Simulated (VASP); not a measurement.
Crystal: As2F3.

```
As F
1.0
     3.76310    0.00000    0.00000
    -1.88155    3.25894    0.00000
     0.00000    0.00000    5.85477
As F
2 3
Direct
  0.33333 0.66667 0.24500
  0.66667 0.33333 0.75500
  0.00000 0.00000 0.00000
  0.33333 0.66667 0.64500
  0.66667 0.33333 0.35500
```

| Property | Result |
| --- | --- |
| Program | VASP 6.6.1 |
| Task | relaxation of cell and atoms |
| Functional | PBE |
| Potentials or basis | VASP PAW PBE potentials, release 64 (As, F) |
| Cutoff | 600 eV |
| k mesh | 6 × 6 × 4 |
| Occupations | gaussian, width 0.1 eV |
| Spin | no spin polarisation |

At the start: pressure 6.6 GPa; volume 14.36 Å³/atom.

**Question.** Where does the relaxation end?

**Answer.** Over 22 steps the energy falls by 161.7 meV/atom and the volume is 16.16 Å³/atom (+12.5 %); space group P-3m1 (No. 164, to 0.1 Å) before and after.

Step by step:
```tsv
step	energy change (eV)	largest force (eV/Å)	pressure (GPa)	volume (Å³)
1	0.0000	1.5481	6.65	71.80
2	-0.2708	0.9700	-2.01	78.17
3	-0.2778	0.8890	-3.25	79.40
4	-0.4417	0.8337	-2.64	77.91
5	-0.7223	0.3061	2.19	73.54
6	-0.7229	0.3055	1.66	73.86
7	-0.7232	0.3055	1.86	73.73
8	-0.7593	0.3092	0.00	75.76
9	-0.7595	0.3082	-0.16	75.95
10	-0.7777	0.1667	-0.03	76.00
11	-0.7829	0.0143	0.16	76.06
12	-0.7832	0.0305	0.14	76.05
13	-0.7872	0.0396	0.10	76.34
14	-0.7937	0.0976	0.05	77.19
15	-0.7939	0.1213	0.06	77.38
16	-0.7972	0.1059	0.07	77.78
17	-0.8040	0.0692	0.24	78.96
18	-0.8027	0.0332	0.82	81.27
19	-0.8059	0.0434	0.49	79.95
20	-0.8055	0.0469	-0.89	81.91
21	-0.8076	0.0403	-0.20	80.86
22	-0.8083	0.0008	0.00	80.81
```

Final structure:
```
As F
1.0
     3.80424    0.00000    0.00000
    -1.90212    3.29457    0.00000
     0.00000    0.00000    6.44761
As F
2 3
Direct
  0.33333 0.66667 0.17276
  0.66667 0.33333 0.82724
  0.00000 0.00000 0.00000
  0.33333 0.66667 0.70128
  0.66667 0.33333 0.29872
```

Caveat: an odd number of electrons without spin polarisation forces a metal; a magnetic or distorted state may lie lower.
